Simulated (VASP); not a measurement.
# PtS2 (P6_3/mmc) in VASP: notebook

PtS2 is run at these levels: PBE+D3(BJ), PBE, r2SCAN+rVV10, r2SCAN; tasks: single point.

Everything below comes from runs of VASP 6.6.1. Logs are shortened: lines on timing, memory, paths and dates and some standing lists are left out, and cuts for length are marked.

**1. The cell of the first run**

It takes space group P6_3/mmc (No. 194, hexagonal). Conventional cell: a = 3.430 Å, b = 3.430 Å, c = 10.441 Å, α = 90.00°, β = 90.00°, γ = 120.00°. Pt (site symmetry -6m2) has 6 S at 2.44 Å within 3.2 Å. S (site symmetry 3m) has 3 Pt at 2.44 Å and 4 S at 2.85 to 3.09 Å within 3.2 Å.

**2. Single point, PBE+D3(BJ)**

INCAR reads:

```
PREC = Accurate
ENCUT = 520
EDIFF = 1E-6
ISMEAR = -1
SIGMA = 0.02
LREAL = F
LASPH = T
NELM = 60
ALGO = Normal
ISIF = 2
LWAVE = F
LCHARG = F
GGA = PE
IVDW = 12
NBANDS = 31
```

KPOINTS reads:

```
Automatic mesh
0
Gamma
  12 12 2
```

POSCAR reads:

```
PtS2
1.0
    3.4302793734      0.0000000000      0.0000000000
   -1.7151396867      2.9707090795      0.0000000000
    0.0000000000      0.0000000000     10.4407876574
Pt S
2 4
Direct
    0.3333333333      0.6666666667      0.2500000000
    0.6666666667      0.3333333333      0.7500000000
    0.6666666667      0.3333333333      0.3863989538
    0.6666666667      0.3333333333      0.1136010462
    0.3333333333      0.6666666667      0.8863989538
    0.3333333333      0.6666666667      0.6136010462
```

Potentials or basis: VASP PAW PBE potentials, release 64 (Pt, S).

Launch:

```sh
$ cat potpaw_PBE.64/Pt/POTCAR potpaw_PBE.64/S/POTCAR > POTCAR
$ mpirun -np 1 vasp_std > vasp.out
```

OUTCAR:

```text
PREC = Accurate
   ENCUT = 520
   EDIFF = 1E-6
   ISMEAR = -1
   LREAL = F
   LASPH = T
   NELM = 60
   ISIF = 2
   GGA = PE
   IVDW = 12
 IVDW          = 12

 ion  position               nearest neighbor table
   1  0.333  0.667  0.250-   3 2.44   4 2.44   3 2.44   4 2.44   3 2.44   4 2.44
   2  0.667  0.333  0.750-   5 2.44   6 2.44   5 2.44   6 2.44   5 2.44   6 2.44
   3  0.667  0.333  0.386-   1 2.44   1 2.44   1 2.44
   4  0.667  0.333  0.114-   1 2.44   1 2.44   1 2.44
   5  0.333  0.667  0.886-   2 2.44   2 2.44   2 2.44
   6  0.333  0.667  0.614-   2 2.44   2 2.44   2 2.44

  LATTYP: Found a hexagonal cell.
 ALAT       =     3.4302793734
 C/A-ratio  =     3.0437135058

  Lattice vectors:

 A1 = (   3.4302793734,   0.0000000000,   0.0000000000)
 A2 = (  -1.7151396867,   2.9707090795,   0.0000000000)
 A3 = (   0.0000000000,   0.0000000000,  10.4407876574)

Analysis of symmetry for initial positions (statically):
=====================================================================
 Subroutine PRICEL returns:
 Original cell was already a primitive cell.

 Routine SETGRP: Setting up the symmetry group for a
 hexagonal supercell.

 Subroutine GETGRP returns: Found 24 space group operations
 (whereof 12 operations were pure point group operations)
 out of a pool of 24 trial point group operations.

The static configuration has the point symmetry D_3d.
 The point group associated with its full space group is D_6h.

Analysis of symmetry for dynamics (positions and initial velocities):
=====================================================================
 Subroutine PRICEL returns:
 Original cell was already a primitive cell.

 Routine SETGRP: Setting up the symmetry group for a
 hexagonal supercell.

 Subroutine GETGRP returns: Found 24 space group operations
 (whereof 12 operations were pure point group operations)
 out of a pool of 24 trial point group operations.

The dynamic configuration has the point symmetry D_3d.
 The point group associated with its full space group is D_6h.

 Subroutine INISYM returns: Found 24 space group operations
 (whereof 12 operations are pure point group operations),
 and found     1 'primitive' translations

----------------------------------------------------------------------------------------

                                     Primitive cell

  volume of cell :     106.3954

[... 96 lines left out ...]
   EDIFF  = 0.1E-05   stopping-criterion for ELM
   LREAL  =      F    real-space projection
   EDIFFG = 0.1E-04   stopping-criterion for IOM
   NSW    =      0    number of steps for IOM
   IBRION =     -1    ionic relax: 0-MD 1-quasi-New 2-CG
   NFREE  =      0    steps in history (QN), initial steepest desc. (CG)
   ISIF   =      2    stress and relaxation
   ISYM   =      2    0-nonsym 1-usesym 2-fastsym
   POTIM  = 0.5000    time-step for ionic-motion
   TEBEG  =    0.0;   TEEND  =   0.0 temperature during run
   PSTRESS=    0.0 pullay stress
   NELECT =      44.0000    total number of electrons
   NUPDOWN=      -1.0000    fix difference up-down
   EMIN   =  10.00;   EMAX   =-10.00  energy-range for DOS
   EFERMI =   0.00;   METHOD = LEGACY
   ISMEAR =    -1;   SIGMA  =   0.02  broadening in eV -4-tet -1-fermi 0-gaus
   EFERMI_NEDOS =   21; number of points for ismear=-14 and -15
   IALGO  =     38    algorithm
   IMIX   =      4    mixing-type and parameters
     AMIX     =   0.40;   BMIX     =  1.00
     AMIX_MAG =   1.60;   BMIX_MAG =  1.00
  volume/ion in A,a.u.               =      17.73       119.67
  Fermi-wavevector in a.u.,A,eV,Ry     =   1.219696  2.304890 20.240805  1.487657
  Thomas-Fermi vector in A             =   2.354939
   LORBIT       =      0    0 simple, 1 ext, 2 COOP (PROOUT), +10 PAW based schemes
   GGA     = PE    functional components
   LHFCALC =     F    Hartree Fock is set to
   AEXX    =    0.0000 exact exchange contribution
   IVDW    =    12    specifies the selected vdW correction
   LEPSILON=     F    determine dielectric tensor
   LRPA    =     F    only Hartree local field effects (RPA)
 non-spin polarized calculation
  energy-cutoff  :      520.00
  volume of cell :      106.40
 maximum number of plane-waves:      2899
 NGX is ok and might be reduce to    28
   NGX = 13   NGY = 13   NGZ = 39

 number of electron      44.0000005 magnetization

 Free energy of the ion-electron system (eV)
  ---------------------------------------------------
  ext. energy  EPLUGINS =         0.00000000
  ---------------------------------------------------
  free energy    TOTEN  =       -27.41297320 eV

  energy without entropy =      -27.40911674  energy(sigma->0) =      -27.41104497

 E-fermi :   7.4780     XC(G=0): -10.9680

 val. band max:        7.4500628303   @ k =   0.2500   0.0000   0.0000
 cond. band min:       7.4886725738   @ k =   0.4167   0.1667   0.0000
 fundamental gap:      0.0386097435
 Fermi energy:         7.4779603425

 k-point     1 :       0.0000    0.0000    0.0000
  band No.  band energies     occupation
      1      -8.2621      2.00000
      2      -7.5562      2.00000
      3      -6.7526      2.00000
      4      -5.4151      2.00000
      5      -0.4438      2.00000
      6       1.5912      2.00000
[... 805 lines left out ...]
     30      14.3319      0.00000
     31      14.7902      0.00000

 [... further k-points ...]

------------------------ aborting loop because EDIFF is reached ----------------------------------------

 Edisp (eV)   -2.61596

 E8    (eV) :    -1.0437

  FORCE on cell =-STRESS in cart. coord.  units (eV):
  Direction    XX          YY          ZZ          XY          YZ          ZX
  --------------------------------------------------------------------------------------
  -------------------------------------------------------------------------------------
  Total      -0.22596    -0.22596    -0.23988     0.00000     0.00000     0.00000
  in kB      -3.40269    -3.40269    -3.61230     0.00000     0.00000     0.00000
  external pressure =       -3.47 kB  Pullay stress =        0.00 kB

 VOLUME and BASIS-vectors are now :
 -----------------------------------------------------------------------------
  energy-cutoff  :      520.00
  volume of cell :      106.40
      direct lattice vectors                 reciprocal lattice vectors
     3.430279373  0.000000000  0.000000000     0.291521445  0.168309985  0.000000000
    -1.715139687  2.970709080  0.000000000     0.000000000  0.336619970  0.000000000
     0.000000000  0.000000000 10.440787657     0.000000000  0.000000000  0.095778215

 POSITION                                       TOTAL-FORCE (eV/Angst)
 -----------------------------------------------------------------------------------
     -0.00000      1.98047      2.61020         0.000000      0.000000     -0.000000
      1.71514      0.99024      7.83059        -0.000000     -0.000000     -0.000000
      1.71514      0.99024      4.03431        -0.000000      0.000000     -0.042128
      1.71514      0.99024      1.18608        -0.000000     -0.000000      0.042128
     -0.00000      1.98047      9.25470         0.000000      0.000000     -0.042128
     -0.00000      1.98047      6.40648         0.000000      0.000000      0.042128
 -----------------------------------------------------------------------------------
    total drift:                               -0.000000      0.000000      0.000000

  FREE ENERGIE OF THE ION-ELECTRON SYSTEM (eV)
  ---------------------------------------------------
  free  energy   TOTEN  =       -30.0289366987 eV

  energy  without entropy=      -30.0250802335  energy(sigma->0) =      -30.02700847
```

OSZICAR:

```text
N       E                     dE             d eps       ncg     rms          rms(c)
DAV:   1     0.245840059554E+03    0.24584E+03   -0.20915E+04  2356   0.130E+03
DAV:   2    -0.144676745942E+02   -0.26031E+03   -0.24910E+03  2827   0.254E+02
DAV:   3    -0.290521416390E+02   -0.14584E+02   -0.14223E+02  2870   0.595E+01
DAV:   4    -0.293033183760E+02   -0.25118E+00   -0.25072E+00  2831   0.880E+00
DAV:   5    -0.293088026541E+02   -0.54843E-02   -0.54833E-02  2965   0.125E+00    0.274E+01
DAV:   6    -0.282070111076E+02    0.11018E+01   -0.11785E+01  2538   0.255E+01    0.208E+01
DAV:   7    -0.275530350166E+02    0.65398E+00   -0.39771E+00  2419   0.175E+01    0.779E+00
DAV:   8    -0.274294521853E+02    0.12358E+00   -0.35378E-01  2685   0.387E+00    0.170E+00
DAV:   9    -0.274124699582E+02    0.16982E-01   -0.48696E-02  2763   0.163E+00    0.445E-01
DAV:  10    -0.274129355120E+02   -0.46555E-03   -0.70630E-03  2804   0.418E-01    0.150E-01
DAV:  11    -0.274129959309E+02   -0.60419E-04   -0.41849E-04  2798   0.145E-01    0.797E-02
DAV:  12    -0.274129711656E+02    0.24765E-04   -0.78489E-05  2769   0.743E-02    0.382E-02
DAV:  13    -0.274129736677E+02   -0.25021E-05   -0.18368E-05  2821   0.241E-02    0.259E-02
DAV:  14    -0.274129732009E+02    0.46676E-06   -0.17061E-06  1809   0.638E-03
   1 F= -.30028937E+02 E0= -.30027008E+02  d E =-.385647E-02
```

stdout:

```text
POSCAR found type information on POSCAR PtS
 POSCAR found :  2 types and       6 ions
 scaLAPACK will be used
 LDA part: xc-table for (Slater+PW92), standard interpolation
 POSCAR, INCAR and KPOINTS ok, starting setup
 FFT: planning ... GRIDC
 FFT: planning ... GRID_SOFT
 FFT: planning ... GRID
 WAVECAR not read
 entering main loop
```

Wall time 61 s (1 thread of Intel Xeon 6975P-C (Granite Rapids), shared host); peak memory 0.3 GiB.

What came out:

```
Free energy                : -30.0289 eV
Pressure                   : -0.3 GPa
Largest force              : 0.042 eV/Å
Band gap on the k mesh     : zero (band 22 reaches 7.69 eV, above the bottom of band 23 at 7.10 eV)
Dispersion energy per atom : -0.436 eV
```

Forces in eV/Å, atoms in the order of the input:
```
Pt   0.000  0.000  0.000
Pt   0.000  0.000  0.000
S    0.000  0.000 -0.042
S    0.000  0.000  0.042
S    0.000  0.000 -0.042
S    0.000  0.000  0.042
```

Levels at points of the mesh, in eV from the Fermi level:
```tsv
k point	band 20	band 21	band 22	band 23	band 24	band 25
(0.00, 0.00, 0.00)	0.18	0.18	0.20	0.31	0.31	0.86
(0.50, 0.00, 0.00)	-1.93	-1.92	-1.43	0.21	0.63	1.79
(0.00, 0.00, 0.50)	0.04	0.04	0.04	0.64	0.64	0.64
(0.50, 0.00, 0.50)	-1.94	-1.72	-1.72	1.04	1.04	1.23
```

Caveat: spin-orbit coupling is left out, which moves the levels of the heavy elements; pairwise dispersion overbinds metals, which lowers pressure and volume.

**3. Single point, PBE**

This run uses another cell than the first one, of 18.30 Å³/atom, 1.032 times its volume.

INCAR reads:

```
SYSTEM = PtS2
  PREC = Accurate
  ENCUT = 520
  EDIFF = 1E-6
  ISMEAR = -1
  SIGMA = 0.02
  LREAL = .False.
  LASPH = .True.
  NELM = 100
  ALGO = Normal
  ISIF = 2
  LWAVE = .False.
  LCHARG = .True.
  GGA = PE
  LELF = .True.
  LVHAR = .True.
  NBANDS = 31
```

KPOINTS reads:

```
Automatic mesh
0
Gamma
  12 12 4
  0 0 0
```

POSCAR reads:

```
PtS2
1.0
    3.4401348080      0.0000000000      0.0000000000
   -1.7200674040      2.9792441362      0.0000000000
    0.0000000000      0.0000000000     10.7116651167
Pt S
2 4
Direct
    0.3333333333      0.6666666667      0.2500000000
    0.6666666667      0.3333333333      0.7500000000
    0.6666666667      0.3333333333      0.3819879544
    0.6666666667      0.3333333333      0.1180120456
    0.3333333333      0.6666666667      0.8819879544
    0.3333333333      0.6666666667      0.6180120456
```

Potentials or basis: VASP PAW PBE potentials, release 64 (Pt, S).

Launch:

```sh
$ cat potpaw_PBE.64/Pt/POTCAR potpaw_PBE.64/S/POTCAR > POTCAR
$ mpirun -np 1 vasp_std > vasp.out
```

Run time: 1.7 min. Hardware: 1 thread of Intel Xeon 6975P-C (Granite Rapids), shared host; peak memory 0.33 GiB.

Results (log left out):

* Free energy: -27.4309 eV
* Pressure: 2.9 GPa
* Largest force: 0.078 eV/Å
* Band gap on the k mesh: zero (band 22 reaches 7.38 eV, above the bottom of band 23 at 6.79 eV)

Forces in eV/Å, atoms in the order of the input:
```
Pt   0.000  0.000  0.000
Pt   0.000  0.000  0.000
S    0.000  0.000  0.078
S    0.000  0.000 -0.078
S    0.000  0.000  0.078
S    0.000  0.000 -0.078
```

Stress tensor (GPa, compression positive):
```
3.20 0.00 0.00
0.00 3.20 0.00
0.00 0.00 2.29
```

Levels at points of the mesh, in eV from the Fermi level:
```tsv
k point	band 20	band 21	band 22	band 23	band 24	band 25
(0.00, 0.00, 0.00)	0.03	0.24	0.24	0.25	0.25	0.76
(0.50, 0.00, 0.00)	-2.05	-1.92	-1.55	0.22	0.74	1.64
(0.00, 0.00, 0.50)	0.06	0.06	0.06	0.58	0.58	0.58
(0.50, 0.00, 0.50)	-2.05	-1.76	-1.76	0.95	0.95	1.19
```

Caveat: spin-orbit coupling is left out, which moves the levels of the heavy elements.

**4. Single point, r2SCAN+rVV10**

This run uses another cell than the first one, of 18.30 Å³/atom, 1.032 times its volume.

POSCAR is that of step 3.

INCAR.step1 reads:

```
ALGO     = Normal         # electronic algorithm
EDIFF    = 1E-4           # SCF threshold, eV
ENCUT    = 520            # plane-wave cutoff, eV
GGA      = PE             # functional
ISMEAR   = -1             # smearing method
LASPH    = True           # aspherical terms in the spheres
LCHARG   = False          # write CHGCAR
LREAL    = False          # projectors in reciprocal space
LWAVE    = True           # write WAVECAR
NBANDS   = 31             # bands
NELM     = 80             # most SCF steps
PREC     = Accurate       # precision mode
SIGMA    = 0.02           # smearing width, eV
```

INCAR.step2 reads:

```
ALGO     = Normal         # electronic algorithm
BPARAM   = 11.95        
CPARAM   = 0.0093       
EDIFF    = 1E-6           # SCF threshold, eV
ENCUT    = 520            # plane-wave cutoff, eV
ISIF     = 2              # what is computed and relaxed
ISMEAR   = -1             # smearing method
ISTART   = 1            
IVDW_NL  = 2            
LASPH    = True           # aspherical terms in the spheres
LCHARG   = False          # write CHGCAR
LMIXTAU  = True         
LREAL    = False          # projectors in reciprocal space
LUSE_VDW = True         
LWAVE    = False          # write WAVECAR
METAGGA  = R2SCAN         # meta-GGA
NBANDS   = 31             # bands
NELM     = 80             # most SCF steps
PREC     = Accurate       # precision mode
SIGMA    = 0.02           # smearing width, eV
```

KPOINTS reads:

```
k-points
0
Gamma
  12 12 2
```

Launch:

```sh
$ cat potpaw_PBE.64/Pt/POTCAR potpaw_PBE.64/S/POTCAR > POTCAR
$ cp INCAR.step1 INCAR
$ mpirun -np 1 vasp_std > vasp.out
$ cp INCAR.step2 INCAR
$ mpirun -np 1 vasp_std > vasp.out
```

Wall time 5.4 min (1 thread of Intel Xeon 6975P-C (Granite Rapids), shared host); peak memory 0.54 GiB.

It converged, with:

```
Free energy            : -133.2069 eV
Pressure               : 0.1 GPa
Largest force          : 0.008 eV/Å
Band gap on the k mesh : zero (band 22 reaches 7.23 eV, above the bottom of band 23 at 6.59 eV)
```

Forces in eV/Å, atoms in the order of the input:
```
Pt   0.000  0.000  0.000
Pt   0.000  0.000  0.000
S    0.000  0.000 -0.008
S    0.000  0.000  0.008
S    0.000  0.000 -0.008
S    0.000  0.000  0.008
```

Stress tensor (GPa, compression positive):
```
0.16 0.00 0.00
0.00 0.16 0.00
0.00 0.00 0.03
```

Levels at points of the mesh, in eV from the Fermi level:
```csv
k point,band 19,band 20,band 21,band 22,band 23,band 24,band 25,band 26
"(0.00, 0.00, 0.00)",0.10,0.10,0.30,0.30,0.32,0.32,0.82,0.82
"(0.50, 0.00, 0.00)",-2.25,-2.12,-2.00,-1.61,0.38,0.85,1.79,2.06
"(0.00, 0.00, 0.50)",0.13,0.13,0.13,0.13,0.64,0.64,0.64,0.64
"(0.50, 0.00, 0.50)",-2.13,-2.13,-1.83,-1.83,1.12,1.12,1.33,1.33
```

Caveat: the PAW data sets were made with another functional, which shifts forces and pressure a little; spin-orbit coupling is left out, which moves the levels of the heavy elements.

**5. Single point, r2SCAN**

This run uses another cell than the first one, of 18.30 Å³/atom, 1.032 times its volume.

POSCAR is that of step 4.

INCAR.step1 reads:

```
ALGO = Normal
EDIFF = 1E-4
ENCUT = 520
GGA = PE
ISMEAR = -1
LASPH = True
LCHARG = False
LREAL = False
LWAVE = True
NBANDS = 31
NELM = 100
PREC = Accurate
SIGMA = 0.02
```

INCAR.step2 reads:

```
ALGO = Normal
EDIFF = 1E-6
ENCUT = 520
ISIF = 2
ISMEAR = -1
ISTART = 1
LASPH = True
LCHARG = False
LMIXTAU = True
LREAL = False
LWAVE = False
METAGGA = R2SCAN
NBANDS = 31
NELM = 100
PREC = Accurate
SIGMA = 0.02
```

KPOINTS reads:

```
k-points
0
Gamma
  12 12 4
```

Launch:

```sh
$ cat potpaw_PBE.64/Pt/POTCAR potpaw_PBE.64/S/POTCAR > POTCAR
$ cp INCAR.step1 INCAR
$ mpirun -np 1 vasp_std > vasp.out
$ cp INCAR.step2 INCAR
$ mpirun -np 1 vasp_std > vasp.out
```

It took 6.5 min on 1 thread of Intel Xeon 6975P-C (Granite Rapids), shared host; peak memory 0.35 GiB.

Results (log left out):

- Free energy: -133.9694 eV
- Pressure: 1.3 GPa
- Largest force: 0.092 eV/Å
- Band gap on the k mesh: zero (band 22 reaches 7.23 eV, above the bottom of band 23 at 6.59 eV)

Forces on the atoms (eV/Å):
```
Pt   0.000  0.000  0.000
Pt   0.000  0.000  0.000
S    0.000  0.000 -0.092
S    0.000  0.000  0.092
S    0.000  0.000 -0.092
S    0.000  0.000  0.092
```

Stress tensor (GPa, compression positive):
```
1.36 0.00 0.00
0.00 1.36 0.00
0.00 0.00 1.16
```

Levels at points of the mesh, in eV from the Fermi level:
```tsv
k point	band 20	band 21	band 22	band 23	band 24	band 25
(0.00, 0.00, 0.00)	0.03	0.22	0.22	0.25	0.25	0.74
(0.50, 0.00, 0.00)	-2.20	-2.07	-1.68	0.31	0.78	1.71
(0.00, 0.00, 0.50)	0.05	0.05	0.05	0.56	0.56	0.56
(0.50, 0.00, 0.50)	-2.20	-1.90	-1.90	1.05	1.05	1.25
```

Caveat: the PAW data sets were made with another functional, which shifts forces and pressure a little; spin-orbit coupling is left out, which moves the levels of the heavy elements.

**6. Summary**

```csv
level,cell,k mesh,gap on the mesh (eV),pressure (GPa),largest force (eV/Å)
PBE+D3(BJ),"a = 3.430, b = 3.430, c = 10.441 Å, angles 90.0, 90.0, 120.0°, 6 atoms",12 × 12 × 2,none,-0.3,0.04
PBE,"a = 3.440, b = 3.440, c = 10.712 Å, angles 90.0, 90.0, 120.0°, 6 atoms",12 × 12 × 4,none,2.9,0.08
r2SCAN+rVV10,"a = 3.440, b = 3.440, c = 10.712 Å, angles 90.0, 90.0, 120.0°, 6 atoms",12 × 12 × 2,none,0.1,0.01
r2SCAN,"a = 3.440, b = 3.440, c = 10.712 Å, angles 90.0, 90.0, 120.0°, 6 atoms",12 × 12 × 4,none,1.3,0.09
```

Alike in all rows: task single point; potentials or basis VASP PAW PBE potentials, release 64 (Pt, S); no spin polarisation; cutoff (eV) 520; smearing fermi-dirac 0.02 eV.

Caveats: spin-orbit coupling is left out, which moves the levels of the heavy elements; the PAW data sets were made with another functional, which shifts forces and pressure a little (some runs); pairwise dispersion overbinds metals, which lowers pressure and volume (some runs).

Total energies depend on the potentials used, so only differences within one code and one set of settings carry meaning.
